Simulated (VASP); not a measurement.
# Se (R-3) in VASP: a series of runs

Se is run at these levels: PBE, r2SCAN; tasks: single point.

Everything below comes from runs of VASP 6.6.1. Logs are shortened: lines on timing, memory, paths and dates and some standing lists are left out, and cuts for length are marked.

## 1. The cell of the first run

Symmetry: R-3, No. 148, trigonal system. The conventional cell has a = 11.249 Å, b = 11.249 Å, c = 4.466 Å, α = 90.00°, β = 90.00°, γ = 120.00°. Within 3.1 Å of Se (site symmetry 1) lie 2 Se at 2.37 Å.

## 2. Single point, PBE

Input file INCAR:

```
SYSTEM = Se
PREC = Accurate ; ENCUT = 520
EDIFF = 1E-7 ; ISMEAR = -1
SIGMA = 0.02 ; LREAL = .False.
LASPH = .True. ; NELM = 80
ALGO = Normal ; ISIF = 2
LWAVE = .False. ; LCHARG = .False.
GGA = PE ; NBANDS = 27
```

Input file KPOINTS:

```
Automatic mesh
0
Gamma
  6 6 6
  0 0 0
```

Input file POSCAR:

```
Se
1.0
    5.6247499029      3.2474508705      1.4885349658
   -5.6247499029      3.2474508705      1.4885349658
    0.0000000000     -6.4949017411      1.4885349658
Se
6
Direct
    0.8392979922      0.7150361902      0.0841378049
    0.7150361902      0.0841378049      0.8392979922
    0.0841378049      0.8392979922      0.7150361902
    0.1607020078      0.2849638098      0.9158621951
    0.2849638098      0.9158621951      0.1607020078
    0.9158621951      0.1607020078      0.2849638098
```

Potentials or basis: VASP PAW PBE potentials, release 64 (Se).

The run is started by

```sh
$ cat potpaw_PBE.64/Se/POTCAR > POTCAR
$ mpirun -np 1 vasp_std > vasp.out
```

OUTCAR:

```text
SYSTEM = Se
   PREC = Accurate
   ENCUT = 520
   EDIFF = 1E-7
   ISMEAR = -1
   LREAL = .False.
   LASPH = .True.
   NELM = 80
   ISIF = 2
   GGA = PE

 ion  position               nearest neighbor table
   1  0.839  0.715  0.084-   5 2.37   6 2.37
   2  0.715  0.084  0.839-   4 2.37   6 2.37
   3  0.084  0.839  0.715-   4 2.37   5 2.37
   4  0.161  0.285  0.916-   2 2.37   3 2.37
   5  0.285  0.916  0.161-   1 2.37   3 2.37
   6  0.916  0.161  0.285-   1 2.37   2 2.37

  LATTYP: Found a trigonal (rhomboedric) cell.
 ALAT       =     6.6632938530
 COS(alpha) =    -0.4251431741

  Lattice vectors:

 A1 = (   5.6247499029,   3.2474508705,   1.4885349658)
 A2 = (  -5.6247499029,   3.2474508705,   1.4885349658)
 A3 = (   0.0000000000,  -6.4949017411,   1.4885349658)

Analysis of symmetry for initial positions (statically):
=====================================================================
 Subroutine PRICEL returns:
 Original cell was already a primitive cell.

 Routine SETGRP: Setting up the symmetry group for a
 trigonal (rhombohedral) supercell.

 Subroutine GETGRP returns: Found  6 space group operations
 (whereof  6 operations were pure point group operations)
 out of a pool of 12 trial point group operations.

The static configuration has the point symmetry S_6 .

Analysis of symmetry for dynamics (positions and initial velocities):
=====================================================================
 Subroutine PRICEL returns:
 Original cell was already a primitive cell.

 Routine SETGRP: Setting up the symmetry group for a
 trigonal (rhombohedral) supercell.

 Subroutine GETGRP returns: Found  6 space group operations
 (whereof  6 operations were pure point group operations)
 out of a pool of 12 trial point group operations.

The dynamic configuration has the point symmetry S_6 .

 Subroutine INISYM returns: Found  6 space group operations
 (whereof  6 operations are pure point group operations),
 and found     1 'primitive' translations

----------------------------------------------------------------------------------------

                                     Primitive cell

  volume of cell :     163.1384

  direct lattice vectors                    reciprocal lattice vectors
     5.624749903  3.247450870  1.488534966     0.088892841  0.051322306  0.223933828
    -5.624749903  3.247450870  1.488534966    -0.088892841  0.051322306  0.223933828
     0.000000000 -6.494901741  1.488534966     0.000000000 -0.102644612  0.223933828

  length of vectors
     6.663293853  6.663293853  6.663293853     0.246337727  0.246337727  0.246337727

  position of ions in fractional coordinates (direct lattice)
     0.839297992  0.715036190  0.084137805
     0.715036190  0.084137805  0.839297992
     0.084137805  0.839297992  0.715036190
     0.160702008  0.284963810  0.915862195
     0.284963810  0.915862195  0.160702008
     0.915862195  0.160702008  0.284963810

  ion indices of the primitive-cell ions
   primitive index   ion index
                 1           1
                 2           2
                 3           3
                 4           4
                 5           5
                 6           6

----------------------------------------------------------------------------------------

 KPOINTS: Automatic mesh

Automatic generation of k-mesh.
 Grid dimensions read from file:
 generate k-points for:    6    6    6

 Generating k-lattice:

  Cartesian coordinates                     Fractional coordinates (reciprocal lattice)
     0.014815474  0.008553718  0.037322305     0.166666667  0.000000000  0.000000000
    -0.014815474  0.008553718  0.037322305     0.000000000  0.166666667  0.000000000
     0.000000000 -0.017107435  0.037322305     0.000000000  0.000000000  0.166666667

  Length of vectors
     0.041056288  0.041056288  0.041056288

  Shift w.r.t. Gamma in fractional coordinates (k-lattice)
     0.000000000  0.000000000  0.000000000

 Subroutine IBZKPT returns following result:
 ===========================================

 Found     40 irreducible k-points:

 Following reciprocal coordinates:
            Coordinates               Weight
  0.000000  0.000000  0.000000      1.000000
  0.166667 -0.000000  0.000000      6.000000
  0.333333 -0.000000 -0.000000      6.000000
  0.500000 -0.000000 -0.000000      3.000000
  0.166667  0.166667 -0.000000      6.000000
  0.333333  0.166667 -0.000000      6.000000
[... 16 lines left out ...]
  0.333333  0.333333  0.166667      6.000000
  0.500000  0.333333  0.166667      6.000000
 [... further k-points ...]
   k-points           NKPTS =     40   k-points in BZ     NKDIM =     40   number of bands    NBANDS=     27
   number of dos      NEDOS =    301   number of ions     NIONS =      6
   total plane-waves  NPLWV = 125000
   dimension x,y,z NGX =    50 NGY =   50 NGZ =   50
   dimension x,y,z NGXF=   100 NGYF=  100 NGZF=  100
   ions per type =               6
   NGX,Y,Z   is equivalent  to a cutoff of  12.47, 12.47, 12.47 a.u.
   NGXF,Y,Z  is equivalent  to a cutoff of  24.95, 24.95, 24.95 a.u.
 SYSTEM =  Se
   PREC   = accura    normal or accurate (medium, high low for compatibility)
   ISTART =      0    job   : 0-new  1-cont  2-samecut
   ICHARG =      2    charge: 1-file 2-atom 10-const
   ISPIN  =      1    spin polarized calculation?
   LNONCOLLINEAR =      F non collinear calculations
   LSORBIT =      F    spin-orbit coupling
   LASPH  =      T    aspherical Exc in radial PAW
   ENCUT  =  520.0 eV  38.22 Ry    6.18 a.u.  12.39 12.39 12.39*2*pi/ulx,y,z
   NELM   =     80;   NELMIN=  2; NELMDL= -5     # of ELM steps
   EDIFF  = 0.1E-06   stopping-criterion for ELM
   LREAL  =      F    real-space projection
   EDIFFG = 0.1E-05   stopping-criterion for IOM
   NSW    =      0    number of steps for IOM
   IBRION =     -1    ionic relax: 0-MD 1-quasi-New 2-CG
   NFREE  =      0    steps in history (QN), initial steepest desc. (CG)
   ISIF   =      2    stress and relaxation
   ISYM   =      2    0-nonsym 1-usesym 2-fastsym
   POTIM  = 0.5000    time-step for ionic-motion
   TEBEG  =    0.0;   TEEND  =   0.0 temperature during run
   PSTRESS=    0.0 pullay stress
   NELECT =      36.0000    total number of electrons
   NUPDOWN=      -1.0000    fix difference up-down
   EMIN   =  10.00;   EMAX   =-10.00  energy-range for DOS
   EFERMI =   0.00;   METHOD = LEGACY
   ISMEAR =    -1;   SIGMA  =   0.02  broadening in eV -4-tet -1-fermi 0-gaus
   EFERMI_NEDOS =   21; number of points for ismear=-14 and -15
   IALGO  =     38    algorithm
   IMIX   =      4    mixing-type and parameters
     AMIX     =   0.40;   BMIX     =  1.00
     AMIX_MAG =   1.60;   BMIX_MAG =  1.00
  volume/ion in A,a.u.               =      27.19       183.49
  Fermi-wavevector in a.u.,A,eV,Ry     =   0.989290  1.869487 13.315951  0.978695
  Thomas-Fermi vector in A             =   2.120878
   LORBIT       =      0    0 simple, 1 ext, 2 COOP (PROOUT), +10 PAW based schemes
   GGA     = PE    functional components
   LHFCALC =     F    Hartree Fock is set to
   AEXX    =    0.0000 exact exchange contribution
   IVDW    =     0    specifies the selected vdW correction
   LEPSILON=     F    determine dielectric tensor
   LRPA    =     F    only Hartree local field effects (RPA)
 non-spin polarized calculation
  energy-cutoff  :      520.00
  volume of cell :      163.14
 maximum number of plane-waves:      4427
 NGX is ok and might be reduce to    50
   NGX = 25   NGY = 25   NGZ = 25

 number of electron      36.0000001 magnetization

 Free energy of the ion-electron system (eV)
  ---------------------------------------------------
  ext. energy  EPLUGINS =         0.00000000
  ---------------------------------------------------
  free energy    TOTEN  =       -20.73486750 eV

  energy without entropy =      -20.73486750  energy(sigma->0) =      -20.73486750

 E-fermi :   2.8025     XC(G=0):  -8.8582

 val. band max:        2.3808628972   @ k =   0.5000   0.5000   0.5000
 cond. band min:       3.6149235051   @ k =  -0.1667   0.1667   0.1667
 fundamental gap:      1.2340606079
 Fermi energy:         2.8025405765

 k-point     1 :       0.0000    0.0000    0.0000
  band No.  band energies     occupation
      1     -13.2850      2.00000
      2     -11.5053      2.00000
      3     -11.5053      2.00000
      4      -9.3590      2.00000
      5      -9.3590      2.00000
      6      -7.8368      2.00000
[... 19 lines left out ...]
     26       8.8721      0.00000
     27       8.8721      0.00000

 k-point     2 :       0.1667   -0.0000    0.0000
  band No.  band energies     occupation
      1     -13.2065      2.00000
      2     -11.5707      2.00000
      3     -11.5154      2.00000
      4      -9.3785      2.00000
      5      -9.2607      2.00000
      6      -7.8447      2.00000
[... 19 lines left out ...]
     26       8.9750      0.00000
     27       9.1979      0.00000

 k-point     3 :       0.3333   -0.0000   -0.0000
  band No.  band energies     occupation
      1     -13.0258      2.00000
      2     -11.7143      2.00000
      3     -11.5369      2.00000
      4      -9.4109      2.00000
      5      -9.0598      2.00000
      6      -7.9060      2.00000
[... 19 lines left out ...]
     26       9.2076      0.00000
     27       9.7637      0.00000

 k-point     4 :       0.5000   -0.0000   -0.0000
  band No.  band energies     occupation
      1     -12.9171      2.00000
      2     -11.7996      2.00000
      3     -11.5484      2.00000
      4      -9.4245      2.00000
      5      -8.9538      2.00000
      6      -7.9605      2.00000
[... 19 lines left out ...]
     26       9.7609      0.00000
     27      10.3686      0.00000

 k-point     5 :       0.1667    0.1667   -0.0000
  band No.  band energies     occupation
      1     -13.0709      2.00000
      2     -11.6031      2.00000
      3     -11.5561      2.00000
      4      -9.3108      2.00000
      5      -9.1886      2.00000
      6      -7.9452      2.00000
[... 19 lines left out ...]
     26       9.4753      0.00000
     27       9.8033      0.00000

 k-point     6 :       0.3333    0.1667   -0.0000
  band No.  band energies     occupation
      1     -12.9186      2.00000
      2     -11.7611      2.00000
      3     -11.5927      2.00000
      4      -9.3430      2.00000
      5      -9.0504      2.00000
      6      -7.9370      2.00000
[... 444 lines left out ...]
      1     -13.0867      2.00000
      2     -11.8278      2.00000
      3     -11.6507      2.00000
      4      -9.4443      2.00000
      5      -9.1313      2.00000
      6      -7.5469      2.00000
[... 19 lines left out ...]
     26       8.5379      0.00000
     27       9.2719      0.00000

 k-point    22 :      -0.1667    0.1667    0.1667
  band No.  band energies     occupation
      1     -13.1409      2.00000
      2     -11.6537      2.00000
      3     -11.5825      2.00000
      4      -9.4078      2.00000
      5      -9.2344      2.00000
      6      -7.6949      2.00000
[... 19 lines left out ...]
     26       8.8681      0.00000
     27       9.3780      0.00000

 k-point    23 :       0.3333    0.3333    0.1667
  band No.  band energies     occupation
      1     -12.8499      2.00000
      2     -12.0217      2.00000
      3     -11.8153      2.00000
      4      -9.2786      2.00000
      5      -8.9990      2.00000
      6      -7.6627      2.00000
[... 19 lines left out ...]
     26       8.4523      0.00000
     27       8.6800      0.00000

 k-point    24 :       0.5000    0.3333    0.1667
  band No.  band energies     occupation
      1     -12.9042      2.00000
      2     -12.0598      2.00000
      3     -11.7623      2.00000
      4      -9.4290      2.00000
      5      -9.0188      2.00000
      6      -7.4241      2.00000
[... 19 lines left out ...]
     26       8.4253      0.00000
     27       8.9473      0.00000

 [... further k-points ...]
[... 5 lines left out ...]
  --------------------------------------------------------------------------------------
  -------------------------------------------------------------------------------------
  Total        2.5724231      2.5724231      2.3257534     -0.0000005     -0.0000000      0.0000000
  in kB       25.2636962     25.2636962     22.8411597     -0.0000052     -0.0000000      0.0000000
  external PRESSURE =      24.4561840 kB  Pullay stress =       0.0000000 kB

 VOLUME and BASIS-vectors are now :
 -----------------------------------------------------------------------------
  energy-cutoff  :      520.00
  volume of cell :      163.14
      direct lattice vectors                 reciprocal lattice vectors
     5.624749903  3.247450870  1.488534966     0.088892841  0.051322306  0.223933828
    -5.624749903  3.247450870  1.488534966    -0.088892841  0.051322306  0.223933828
     0.000000000 -6.494901741  1.488534966     0.000000000 -0.102644612  0.223933828

 POSITION                                       TOTAL-FORCE (eV/Angst)
 -----------------------------------------------------------------------------------
      0.69894      4.50116      2.43892         0.115795     -0.259871     -0.225347
      3.54865     -2.85588      2.43892        -0.282953      0.029654     -0.225347
     -4.24759     -1.64528      2.43892         0.167157      0.230217     -0.225347
     -0.69894     -4.50116      2.02668        -0.115795      0.259871      0.225347
     -3.54865      2.85588      2.02668         0.282953     -0.029654      0.225347
      4.24759      1.64528      2.02668        -0.167157     -0.230217      0.225347
 -----------------------------------------------------------------------------------
    total drift:                               -0.000000      0.000000     -0.000000

  FREE ENERGIE OF THE ION-ELECTRON SYSTEM (eV)
  ---------------------------------------------------
  free  energy   TOTEN  =       -20.7348674982 eV

  energy  without entropy=      -20.7348674981  energy(sigma->0) =      -20.73486750
```

It took 8.5 min on 1 thread of AMD EPYC, shared host; peak memory 0.36 GiB.

What came out:

```yaml
Free_energy: -20.7349 eV
Pressure: 2.4 GPa
Largest_force: 0.363 eV/Å
Band_gap_on_the_k_mesh: 1.23 eV (least direct gap 1.44 eV)
```

Forces in eV/Å, atoms in the order of the input:
```
Se   0.116 -0.260 -0.225
Se  -0.283  0.030 -0.225
Se   0.167  0.230 -0.225
Se  -0.116  0.260  0.225
Se   0.283 -0.030  0.225
Se  -0.167 -0.230  0.225
```

Caveat: this functional lacks dispersion, which holds the molecules together, so the pressure and a relaxed volume are unreliable. A k mesh can miss the band edges.

(Continued in part 2 of 3.)
